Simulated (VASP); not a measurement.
# Ga2O3 (C2/m) in VASP: single point with PBEsol

Aim: the single point of Ga2O3 with PBEsol.

Everything below comes from runs of VASP 6.6.1. Logs are shortened: lines on timing, memory, paths and dates and some standing lists are left out, and cuts for length are marked.

## (1) The cell of the first run

Symmetry: C2/m, No. 12, monoclinic system. The conventional cell has a = 12.278 Å, b = 3.047 Å, c = 5.810 Å, α = 90.00°, β = 103.72°, γ = 90.00°. Ga (site symmetry m) has 4 O at 1.84 to 1.87 Å within 2.4 Å. Ga (site symmetry m) has 6 O at 1.94 to 2.08 Å within 2.6 Å. O (site symmetry m) has 3 Ga at 1.84 to 1.95 Å within 2.4 Å. Within 2.5 Å of O (site symmetry m) lie 4 Ga at 1.87 to 2.08 Å. Within 2.4 Å of O (site symmetry m) lie 3 Ga at 1.84 to 1.94 Å.

## (2) Single point, PBEsol

INCAR reads:

```
PREC = Accurate ; ENCUT = 520
EDIFF = 1E-6 ; ISMEAR = 0
SIGMA = 0.01 ; LREAL = F
LASPH = T ; NELM = 80
ALGO = Normal ; ISIF = 2
LWAVE = F ; LCHARG = T
GGA = PS ; LELF = T
LVHAR = T ; NBANDS = 55
```

KPOINTS reads:

```
Automatic mesh
0
Gamma
  6 6 6
```

POSCAR reads:

```
Ga2O3
1.0
    6.1387872535     -1.5236560076      0.0085087741
    6.1387872535      1.5236560076      0.0085087741
   -1.3853588497      0.0000000000      5.6424616322
Ga O
4 6
Direct
    0.0904681094      0.0904681094      0.7952798415
    0.9095318906      0.9095318906      0.2047201585
    0.6587776901      0.6587776901      0.3144630828
    0.3412223099      0.3412223099      0.6855369172
    0.1652720155      0.1652720155      0.1095110391
    0.8347279845      0.8347279845      0.8904889609
    0.1732392634      0.1732392634      0.5627607603
    0.8267607366      0.8267607366      0.4372392397
    0.4962824250      0.4962824250      0.2559592633
    0.5037175750      0.5037175750      0.7440407367
```

Potentials or basis: VASP PAW PBE potentials, release 64 (Ga_d, O).

Started as:

```console
$ cat potpaw_PBE.64/Ga_d/POTCAR potpaw_PBE.64/O/POTCAR > POTCAR
$ mpirun -np 1 vasp_std > vasp.out
```

OUTCAR:

```text
PREC = Accurate
   ENCUT = 520
   EDIFF = 1E-6
   ISMEAR = 0
   LREAL = F
   LASPH = T
   NELM = 80
   ISIF = 2
   GGA = PS

 ion  position               nearest neighbor table
   1  0.090  0.090  0.795-   5 1.84  10 1.84  10 1.84   7 1.87
   2  0.910  0.910  0.205-   6 1.84   9 1.84   9 1.84   8 1.87
   3  0.659  0.659  0.314-   9 1.94   5 1.95   5 1.95   8 2.02   7 2.08   7 2.08
   4  0.341  0.341  0.686-  10 1.94   6 1.95   6 1.95   7 2.02   8 2.08   8 2.08
   5  0.165  0.165  0.110-   1 1.84   3 1.95   3 1.95
   6  0.835  0.835  0.890-   2 1.84   4 1.95   4 1.95
   7  0.173  0.173  0.563-   1 1.87   4 2.02   3 2.08   3 2.08
   8  0.827  0.827  0.437-   2 1.87   3 2.02   4 2.08   4 2.08
   9  0.496  0.496  0.256-   2 1.84   2 1.84   3 1.94
  10  0.504  0.504  0.744-   1 1.84   1 1.84   4 1.94

  LATTYP: Found a base centered monoclinic cell.
 ALAT       =    12.2775863007
 B/A-ratio  =     0.2482012295
 C/A-ratio  =     0.4732235013
 COS(beta)  =    -0.2370958083

  Lattice vectors:

 A1 = (   6.1387872535,  -1.5236560076,   0.0085087741)
 A2 = (   6.1387872535,   1.5236560076,   0.0085087741)
 A3 = (  -1.3853588497,   0.0000000000,   5.6424616322)

Analysis of symmetry for initial positions (statically):
=====================================================================
 Subroutine PRICEL returns:
 Original cell was already a primitive cell.

 Routine SETGRP: Setting up the symmetry group for a
 base centered monoclinic supercell.

 Subroutine GETGRP returns: Found  4 space group operations
 (whereof  4 operations were pure point group operations)
 out of a pool of  4 trial point group operations.

The static configuration has the point symmetry C_2h.

Analysis of symmetry for dynamics (positions and initial velocities):
=====================================================================
 Subroutine PRICEL returns:
 Original cell was already a primitive cell.

 Routine SETGRP: Setting up the symmetry group for a
 base centered monoclinic supercell.

 Subroutine GETGRP returns: Found  4 space group operations
 (whereof  4 operations were pure point group operations)
 out of a pool of  4 trial point group operations.

The dynamic configuration has the point symmetry C_2h.

 Subroutine INISYM returns: Found  4 space group operations
 (whereof  4 operations are pure point group operations),
[... 112 lines left out ...]
   EDIFF  = 0.1E-05   stopping-criterion for ELM
   LREAL  =      F    real-space projection
   EDIFFG = 0.1E-04   stopping-criterion for IOM
   NSW    =      0    number of steps for IOM
   IBRION =     -1    ionic relax: 0-MD 1-quasi-New 2-CG
   NFREE  =      0    steps in history (QN), initial steepest desc. (CG)
   ISIF   =      2    stress and relaxation
   ISYM   =      2    0-nonsym 1-usesym 2-fastsym
   POTIM  = 0.5000    time-step for ionic-motion
   TEBEG  =    0.0;   TEEND  =   0.0 temperature during run
   PSTRESS=    0.0 pullay stress
   NELECT =      88.0000    total number of electrons
   NUPDOWN=      -1.0000    fix difference up-down
   EMIN   =  10.00;   EMAX   =-10.00  energy-range for DOS
   EFERMI =   0.00;   METHOD = LEGACY
   ISMEAR =     0;   SIGMA  =   0.01  broadening in eV -4-tet -1-fermi 0-gaus
   EFERMI_NEDOS =   21; number of points for ismear=-14 and -15
   IALGO  =     38    algorithm
   IMIX   =      4    mixing-type and parameters
     AMIX     =   0.40;   BMIX     =  1.00
     AMIX_MAG =   1.60;   BMIX_MAG =  1.00
  volume/ion in A,a.u.               =      10.56        71.25
  Fermi-wavevector in a.u.,A,eV,Ry     =   1.540626  2.911360 32.293796  2.373527
  Thomas-Fermi vector in A             =   2.646686
   LORBIT       =      0    0 simple, 1 ext, 2 COOP (PROOUT), +10 PAW based schemes
   GGA     = PS    functional components
   LHFCALC =     F    Hartree Fock is set to
   AEXX    =    0.0000 exact exchange contribution
   IVDW    =     0    specifies the selected vdW correction
   LEPSILON=     F    determine dielectric tensor
   LRPA    =     F    only Hartree local field effects (RPA)
 non-spin polarized calculation
 Gauss-broadening in eV      SIGMA  =   0.01
  energy-cutoff  :      520.00
  volume of cell :      105.59
 maximum number of plane-waves:      2871
   NGX = 23   NGY = 23   NGZ = 21

 number of electron      88.0000013 magnetization

 Free energy of the ion-electron system (eV)
  ---------------------------------------------------
  ext. energy  EPLUGINS =         0.00000000
  ---------------------------------------------------
  free energy    TOTEN  =       -63.89465424 eV

  energy without entropy =      -63.89465424  energy(sigma->0) =      -63.89465424

 E-fermi :   3.7651     XC(G=0): -11.8590

 val. band max:        3.6563159897   @ k =   0.5000   0.5000   0.5000
 cond. band min:       5.8933856295   @ k =   0.0000   0.0000   0.0000
 fundamental gap:      2.2370696398
 Fermi energy:         3.7650889659

 k-point     1 :       0.0000    0.0000    0.0000
  band No.  band energies     occupation
      1     -15.1857      2.00000
      2     -13.9940      2.00000
      3     -13.9753      2.00000
      4     -13.8672      2.00000
      5     -13.3869      2.00000
      6     -13.3757      2.00000
[... 1381 lines left out ...]
     54      14.6592      0.00000
     55      15.1499      0.00000

 [... further k-points ...]
[... 5 lines left out ...]
  --------------------------------------------------------------------------------------
  -------------------------------------------------------------------------------------
  Total        0.1346558      0.2549827      0.1720014      0.0000000      0.0000000      0.0125568
  in kB        2.0432420      3.8690587      2.6099174      0.0000000      0.0000000      0.1905338
  external PRESSURE =       2.8407394 kB  Pullay stress =       0.0000000 kB

 VOLUME and BASIS-vectors are now :
 -----------------------------------------------------------------------------
  energy-cutoff  :      520.00
  volume of cell :      105.59
      direct lattice vectors                 reciprocal lattice vectors
     6.138787254 -1.523656008  0.008508774     0.081421603 -0.328158060  0.019990945
     6.138787254  1.523656008  0.008508774     0.081421603  0.328158060  0.019990945
    -1.385358850  0.000000000  5.642461632    -0.000245566  0.000000000  0.177167320

 POSITION                                       TOTAL-FORCE (eV/Angst)
 -----------------------------------------------------------------------------------
      0.00898      0.00000      4.48888        -0.000028      0.000000      0.003014
     10.88323      0.00000      1.17060         0.000028      0.000000     -0.003014
      7.65255      0.00000      1.78556        -0.012584      0.000000     -0.017383
      3.23967      0.00000      3.87392         0.012584      0.000000      0.017383
      1.87743      0.00000      0.62072         0.006415      0.000000     -0.018802
      9.01479      0.00000      5.03875        -0.006415      0.000000      0.018802
      1.34733      0.00000      3.17830        -0.018230      0.000000      0.013996
      9.54488      0.00000      2.48118         0.018230      0.000000     -0.013996
      5.73855      0.00000      1.45269        -0.006240      0.000000      0.000314
      5.15367      0.00000      4.20679         0.006240      0.000000     -0.000314
 -----------------------------------------------------------------------------------
    total drift:                               -0.000000     -0.000000      0.000000

  FREE ENERGIE OF THE ION-ELECTRON SYSTEM (eV)
  ---------------------------------------------------
  free  energy   TOTEN  =       -63.8946542426 eV

  energy  without entropy=      -63.8946542426  energy(sigma->0) =      -63.89465424
```

OSZICAR:

```text
N       E                     dE             d eps       ncg     rms          rms(c)
DAV:   1     0.119558000933E+04    0.11956E+04   -0.39970E+04  8913   0.292E+03
DAV:   2     0.191940829241E+03   -0.10036E+04   -0.94072E+03  7664   0.805E+02
DAV:   3    -0.516987516570E+02   -0.24364E+03   -0.23616E+03  8630   0.257E+02
DAV:   4    -0.712941021446E+02   -0.19595E+02   -0.19376E+02  9344   0.792E+01
DAV:   5    -0.719729337392E+02   -0.67883E+00   -0.67747E+00  9637   0.151E+01    0.162E+01
DAV:   6    -0.638980464704E+02    0.80749E+01   -0.26088E+01 13869   0.602E+01    0.479E+00
DAV:   7    -0.639947007376E+02   -0.96654E-01   -0.29582E+00  8320   0.932E+00    0.338E+00
DAV:   8    -0.639344049345E+02    0.60296E-01   -0.57080E-01 10770   0.820E+00    0.144E+00
DAV:   9    -0.638931040792E+02    0.41301E-01   -0.15367E-01 10854   0.526E+00    0.268E-01
DAV:  10    -0.638944198833E+02   -0.13158E-02   -0.24931E-02 10129   0.103E+00    0.138E-01
DAV:  11    -0.638946392859E+02   -0.21940E-03   -0.21224E-03  9575   0.355E-01    0.798E-02
DAV:  12    -0.638946541620E+02   -0.14876E-04   -0.55329E-04  9353   0.263E-01    0.190E-02
DAV:  13    -0.638946534848E+02    0.67713E-06   -0.57556E-05 10550   0.101E-01    0.643E-03
DAV:  14    -0.638946550699E+02   -0.15850E-05   -0.17943E-05  8490   0.507E-02    0.845E-03
DAV:  15    -0.638946542426E+02    0.82724E-06   -0.45983E-06  8631   0.255E-02
   1 F= -.63894654E+02 E0= -.63894654E+02  d E =-.107934E-55
```

stdout:

```text
POSCAR found type information on POSCAR GaO
 POSCAR found :  2 types and      10 ions
 scaLAPACK will be used
 -----------------------------------------------------------------------------
|                                                                             |
|                                                                             |
|     You enforced a specific xc type in the INCAR file but a different       |
|     I HOPE YOU KNOW WHAT YOU ARE DOING!                                     |
|                                                                             |
 -----------------------------------------------------------------------------

 LDA part: xc-table for (Slater+PW92), standard interpolation
 POSCAR, INCAR and KPOINTS ok, starting setup
 FFT: planning ... GRIDC
 FFT: planning ... GRID_SOFT
 FFT: planning ... GRID
 WAVECAR not read
 entering main loop
```

It took 25 min on 1 thread of Oxide Virtual Turin-like, shared host; peak memory 0.46 GiB.

Results:

* Free energy: -63.8947 eV
* Pressure: 0.3 GPa
* Largest force: 0.023 eV/Å
* Band gap on the k mesh: 2.24 eV (least direct gap 2.24 eV)

Forces in eV/Å, atoms in the order of the input:
```
Ga   0.000  0.000  0.003
Ga   0.000  0.000 -0.003
Ga  -0.013  0.000 -0.017
Ga   0.013  0.000  0.017
O    0.006  0.000 -0.019
O   -0.006  0.000  0.019
O   -0.018  0.000  0.014
O    0.018  0.000 -0.014
O   -0.006  0.000  0.000
O    0.006  0.000  0.000
```

Stress tensor (GPa, compression positive):
```
0.20 0.00 0.02
0.00 0.39 0.00
0.02 0.00 0.26
```

Caveat: the PAW data sets were made with another functional, which shifts forces and pressure a little. A k mesh can miss the band edges.
